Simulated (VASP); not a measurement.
# Si7B (P-43m) in VASP: notebook

Runs on Si7B. Level: PBE. Tasks: relaxation of the atoms, single point.

All numbers are computed with VASP 6.6.1; they aren't measurements. Logs are shortened: lines on timing, memory, paths and dates and some standing lists are left out, and cuts for length are marked.

## Step 1: The cell of the first run

The structure is cubic, space group P-43m (No. 215). Conventional cell: a = 5.157 Å, b = 5.157 Å, c = 5.157 Å, α = 90.00°, β = 90.00°, γ = 90.00°. Si (site symmetry 3m) has 1 B at 2.02 Å and 3 Si at 2.31 Å within 2.7 Å. Si (site symmetry -42m) has 4 Si at 2.31 Å within 3.1 Å. B (site symmetry -43m) has 4 Si at 2.02 Å within 2.7 Å.

## Step 2: Relaxation of the atoms, PBE (17.14 Å³/atom)

File INCAR:

```
PREC = Accurate
ENCUT = 520
EDIFF = 1E-6
ISMEAR = 0
SIGMA = 0.1
LREAL = F
LASPH = T
NELM = 100
ALGO = Normal
ISIF = 2
LWAVE = F
LCHARG = F
GGA = PE
IBRION = 2
NSW = 50
EDIFFG = -0.01
```

File KPOINTS:

```
Automatic mesh
0
Gamma
  6 6 6
```

File POSCAR:

```
Si7B
1.0
    5.1565652677      0.0000000000      0.0000000000
    0.0000000000      5.1565652677      0.0000000000
    0.0000000000      0.0000000000      5.1565652677
Si B
7 1
Direct
    0.2266533350      0.2266533350      0.2266533350
    0.0000000000      0.5000000000      0.5000000000
    0.5000000000      0.5000000000      0.0000000000
    0.5000000000      0.0000000000      0.5000000000
    0.7733466650      0.2266533350      0.7733466650
    0.7733466650      0.7733466650      0.2266533350
    0.2266533350      0.7733466650      0.7733466650
    0.0000000000      0.0000000000      0.0000000000
```

Potentials or basis: VASP PAW PBE potentials, release 64 (Si, B).

On the command line:

```sh
> cat potpaw_PBE.64/Si/POTCAR potpaw_PBE.64/B/POTCAR > POTCAR
> mpirun -np 1 vasp_std > vasp.out
```

OUTCAR:

```text
PREC = Accurate
   ENCUT = 520
   EDIFF = 1E-6
   ISMEAR = 0
   LREAL = F
   LASPH = T
   NELM = 100
   ISIF = 2
   GGA = PE
   IBRION = 2
   NSW = 50
   EDIFFG = -0.01

 ion  position               nearest neighbor table
   1  0.227  0.227  0.227-   8 2.02   3 2.31   4 2.31   2 2.31
   2  0.000  0.500  0.500-   1 2.31   5 2.31   6 2.31   7 2.31
   3  0.500  0.500  0.000-   1 2.31   5 2.31   6 2.31   7 2.31
   4  0.500  0.000  0.500-   1 2.31   5 2.31   6 2.31   7 2.31
   5  0.773  0.227  0.773-   8 2.02   3 2.31   4 2.31   2 2.31
   6  0.773  0.773  0.227-   8 2.02   3 2.31   4 2.31   2 2.31
   7  0.227  0.773  0.773-   8 2.02   3 2.31   4 2.31   2 2.31
   8  0.000  0.000  0.000-   1 2.02   5 2.02   6 2.02   7 2.02

  LATTYP: Found a simple cubic cell.
 ALAT       =     5.1565652677

  Lattice vectors:

 A1 = (   5.1565652677,   0.0000000000,   0.0000000000)
 A2 = (   0.0000000000,   5.1565652677,   0.0000000000)
 A3 = (   0.0000000000,   0.0000000000,   5.1565652677)

Analysis of symmetry for initial positions (statically):
=====================================================================
 Subroutine PRICEL returns:
 Original cell was already a primitive cell.

 Routine SETGRP: Setting up the symmetry group for a
 simple cubic supercell.

 Subroutine GETGRP returns: Found 24 space group operations
 (whereof 24 operations were pure point group operations)
 out of a pool of 48 trial point group operations.

The static configuration has the point symmetry T_d .

Analysis of symmetry for dynamics (positions and initial velocities):
=====================================================================
 Subroutine PRICEL returns:
 Original cell was already a primitive cell.

 Routine SETGRP: Setting up the symmetry group for a
 simple cubic supercell.

 Subroutine GETGRP returns: Found 24 space group operations
 (whereof 24 operations were pure point group operations)
 out of a pool of 48 trial point group operations.

The dynamic configuration has the point symmetry T_d .

 Subroutine INISYM returns: Found 24 space group operations
 (whereof 24 operations are pure point group operations),
 and found     1 'primitive' translations

----------------------------------------------------------------------------------------

                                     Primitive cell

  volume of cell :     137.1139

  direct lattice vectors                    reciprocal lattice vectors
     5.156565268  0.000000000  0.000000000     0.193927537  0.000000000  0.000000000
     0.000000000  5.156565268  0.000000000     0.000000000  0.193927537  0.000000000
     0.000000000  0.000000000  5.156565268     0.000000000  0.000000000  0.193927537

  length of vectors
     5.156565268  5.156565268  5.156565268     0.193927537  0.193927537  0.193927537

  position of ions in fractional coordinates (direct lattice)
     0.226653335  0.226653335  0.226653335
     0.000000000  0.500000000  0.500000000
     0.500000000  0.500000000  0.000000000
     0.500000000  0.000000000  0.500000000
     0.773346665  0.226653335  0.773346665
     0.773346665  0.773346665  0.226653335
     0.226653335  0.773346665  0.773346665
     0.000000000  0.000000000  0.000000000

  ion indices of the primitive-cell ions
   primitive index   ion index
                 1           1
                 2           2
                 3           3
                 4           4
                 5           5
[... 82 lines left out ...]
   NUPDOWN=      -1.0000    fix difference up-down
   EMIN   =  10.00;   EMAX   =-10.00  energy-range for DOS
   EFERMI =   0.00;   METHOD = LEGACY
   ISMEAR =     0;   SIGMA  =   0.10  broadening in eV -4-tet -1-fermi 0-gaus
   EFERMI_NEDOS =   21; number of points for ismear=-14 and -15
   IALGO  =     38    algorithm
   IMIX   =      4    mixing-type and parameters
     AMIX     =   0.40;   BMIX     =  1.00
     AMIX_MAG =   1.60;   BMIX_MAG =  1.00
  volume/ion in A,a.u.               =      17.14       115.66
  Fermi-wavevector in a.u.,A,eV,Ry     =   0.997321  1.884663 13.533018  0.994649
  Thomas-Fermi vector in A             =   2.129469
   LORBIT       =      0    0 simple, 1 ext, 2 COOP (PROOUT), +10 PAW based schemes
   GGA     = PE    functional components
   LHFCALC =     F    Hartree Fock is set to
   AEXX    =    0.0000 exact exchange contribution
   IVDW    =     0    specifies the selected vdW correction
   LEPSILON=     F    determine dielectric tensor
   LRPA    =     F    only Hartree local field effects (RPA)
 conjugate gradient relaxation of ions
 non-spin polarized calculation
 Gauss-broadening in eV      SIGMA  =   0.10
  energy-cutoff  :      520.00
  volume of cell :      137.11
 maximum number of plane-waves:      3743
 NGX is ok and might be reduce to    40
   NGX = 19   NGY = 19   NGZ = 19

--------------------------------------- Ionic step        1  -------------------------------------------

 number of electron      30.9999998 magnetization

 Free energy of the ion-electron system (eV)
  ---------------------------------------------------
  ext. energy  EPLUGINS =         0.00000000
  ---------------------------------------------------
  free energy    TOTEN  =       -43.62664374 eV

  energy without entropy =      -43.61730246  energy(sigma->0) =      -43.62197310

------------------------ aborting loop because EDIFF is reached ----------------------------------------

  FORCE on cell =-STRESS in cart. coord.  units (eV):
  Direction    XX          YY          ZZ          XY          YZ          ZX
  --------------------------------------------------------------------------------------
  -------------------------------------------------------------------------------------
  Total        5.7579086      5.7579086      5.7579086     -0.0000000     -0.0000000      0.0000000
  in kB       67.2812095     67.2812095     67.2812095     -0.0000000     -0.0000000      0.0000000
  external PRESSURE =      67.2812095 kB  Pullay stress =       0.0000000 kB

 VOLUME and BASIS-vectors are now :
 -----------------------------------------------------------------------------
  energy-cutoff  :      520.00
  volume of cell :      137.11
      direct lattice vectors                 reciprocal lattice vectors
     5.156565268  0.000000000  0.000000000     0.193927537  0.000000000  0.000000000
     0.000000000  5.156565268  0.000000000     0.000000000  0.193927537  0.000000000
     0.000000000  0.000000000  5.156565268     0.000000000  0.000000000  0.193927537

 POSITION                                       TOTAL-FORCE (eV/Angst)
 -----------------------------------------------------------------------------------
      1.16875      1.16875      1.16875        -0.036159     -0.036159     -0.036159
      0.00000      2.57828      2.57828         0.000000      0.000000      0.000000
      2.57828      2.57828      0.00000         0.000000      0.000000      0.000000
      2.57828      0.00000      2.57828         0.000000      0.000000      0.000000
      3.98781      1.16875      3.98781         0.036159     -0.036159      0.036159
      3.98781      3.98781      1.16875         0.036159      0.036159     -0.036159
      1.16875      3.98781      3.98781        -0.036159      0.036159      0.036159
      0.00000      0.00000      0.00000         0.000000      0.000000      0.000000
 -----------------------------------------------------------------------------------
    total drift:                                0.000000      0.000000      0.000000

  FREE ENERGIE OF THE ION-ELECTRON SYSTEM (eV)
  ---------------------------------------------------
  free  energy   TOTEN  =       -43.6266437425 eV

  energy  without entropy=      -43.6173024626  energy(sigma->0) =      -43.62197310

--------------------------------------- Ionic step        2  -------------------------------------------

 number of electron      30.9999998 magnetization

 Free energy of the ion-electron system (eV)
  ---------------------------------------------------
  ext. energy  EPLUGINS =         0.00000000
  ---------------------------------------------------
  free energy    TOTEN  =       -43.62706216 eV

  energy without entropy =      -43.61746664  energy(sigma->0) =      -43.62226440

 E-fermi :   6.1499     XC(G=0):  -9.8757

 val. band max:        6.1205902084   @ k =   0.5000   0.5000   0.3333
 cond. band min:       6.1624484781   @ k =   0.5000   0.5000   0.5000
 fundamental gap:      0.0418582697
 Fermi energy:         6.1498586698

 k-point     1 :       0.0000    0.0000    0.0000
  band No.  band energies     occupation
      1      -6.0171      2.00000
      2      -1.3559      2.00000
      3      -1.3559      2.00000
      4      -1.3559      2.00000
      5      -1.3298      2.00000
      6      -1.3298      2.00000
[... 449 lines left out ...]
     19       9.1301      0.00000
     20       9.1301      0.00000

------------------------ aborting loop because EDIFF is reached ----------------------------------------

  FORCE on cell =-STRESS in cart. coord.  units (eV):
  Direction    XX          YY          ZZ          XY          YZ          ZX
  --------------------------------------------------------------------------------------
  -------------------------------------------------------------------------------------
  Total        5.7339982      5.7339982      5.7339982      0.0000000      0.0000000      0.0000000
  in kB       67.0018166     67.0018166     67.0018166      0.0000000      0.0000000      0.0000000
  external PRESSURE =      67.0018166 kB  Pullay stress =       0.0000000 kB

 VOLUME and BASIS-vectors are now :
 -----------------------------------------------------------------------------
  energy-cutoff  :      520.00
  volume of cell :      137.11
      direct lattice vectors                 reciprocal lattice vectors
     5.156565268  0.000000000  0.000000000     0.193927537  0.000000000  0.000000000
     0.000000000  5.156565268  0.000000000     0.000000000  0.193927537  0.000000000
     0.000000000  0.000000000  5.156565268     0.000000000  0.000000000  0.193927537

 POSITION                                       TOTAL-FORCE (eV/Angst)
 -----------------------------------------------------------------------------------
      1.16701      1.16701      1.16701        -0.003825     -0.003825     -0.003825
      0.00000      2.57828      2.57828         0.000000     -0.000000      0.000000
      2.57828      2.57828      0.00000        -0.000000     -0.000000      0.000000
      2.57828      0.00000      2.57828        -0.000000      0.000000      0.000000
      3.98956      1.16701      3.98956         0.003825     -0.003825      0.003825
      3.98956      3.98956      1.16701         0.003825      0.003825     -0.003825
      1.16701      3.98956      3.98956        -0.003825      0.003825      0.003825
      0.00000      0.00000      0.00000         0.000000      0.000000      0.000000
 -----------------------------------------------------------------------------------
    total drift:                                0.000000      0.000000      0.000000

  FREE ENERGIE OF THE ION-ELECTRON SYSTEM (eV)
  ---------------------------------------------------
  free  energy   TOTEN  =       -43.6270621572 eV

  energy  without entropy=      -43.6174666376  energy(sigma->0) =      -43.62226440

 reached required accuracy - stopping structural energy minimisation
```

Run time: 98 s. Hardware: 1 thread of Intel Xeon 8259CL, shared host; peak memory 0.25 GiB.

What came out:

```
Free energy                  : -43.6271 eV
Energy gained by relaxing    : 0.1 meV/atom
Ionic steps                  : 2
Pressure after relaxing      : 6.7 GPa
Largest force after relaxing : 0.007 eV/Å
Band gap on the k mesh       : zero (an odd number of electrons rules out a gap without spin polarisation)
```

Forces on the atoms (eV/Å):
```
Si  -0.004 -0.004 -0.004
Si   0.000  0.000  0.000
Si   0.000  0.000  0.000
Si   0.000  0.000  0.000
Si   0.004 -0.004  0.004
Si   0.004  0.004 -0.004
Si  -0.004  0.004  0.004
B    0.000  0.000  0.000
```

Step by step:
| step | energy change (eV) | largest force (eV/Å) | pressure (GPa) |
| --- | --- | --- | --- |
| 1 | 0.0000 | 0.0626 | 6.73 |
| 2 | -0.0004 | 0.0066 | 6.70 |

Final structure:
```yaml
crystal:
  lattice:
    - [5.15657, 0.00000, 0.00000]
    - [0.00000, 5.15657, 0.00000]
    - [0.00000, 0.00000, 5.15657]
  atoms:
    - { symbol: Si, position: [0.22631, 0.22631, 0.22631] }
    - { symbol: Si, position: [0.00000, 0.50000, 0.50000] }
    - { symbol: Si, position: [0.50000, 0.50000, 0.00000] }
    - { symbol: Si, position: [0.50000, 0.00000, 0.50000] }
    - { symbol: Si, position: [0.77368, 0.22631, 0.77368] }
    - { symbol: Si, position: [0.77368, 0.77368, 0.22631] }
    - { symbol: Si, position: [0.22631, 0.77368, 0.77368] }
    - { symbol: B, position: [0.00000, 0.00000, 0.00000] }
```

Levels at points of the mesh, in eV from the Fermi level:
| k point | band 13 | band 14 | band 15 | band 16 | band 17 | band 18 | band 19 | band 20 |
| --- | --- | --- | --- | --- | --- | --- | --- | --- |
| (0.00, 0.00, 0.00) | -2.50 | 0.84 | 0.84 | 0.84 | 0.88 | 0.88 | 1.35 | 1.35 |
| (0.50, 0.00, 0.00) | -1.70 | -1.70 | -0.99 | -0.99 | 1.78 | 1.85 | 3.56 | 3.88 |
| (0.50, 0.50, 0.00) | -0.98 | -0.98 | -0.79 | -0.15 | 2.86 | 3.33 | 3.33 | 3.55 |
| (0.50, 0.50, 0.50) | -0.58 | -0.58 | 0.01 | 0.01 | 2.12 | 2.98 | 2.98 | 2.98 |

[end of part 1 of 2]

The gap in the log of VASP goes by the Fermi energy; the results here count the filled bands.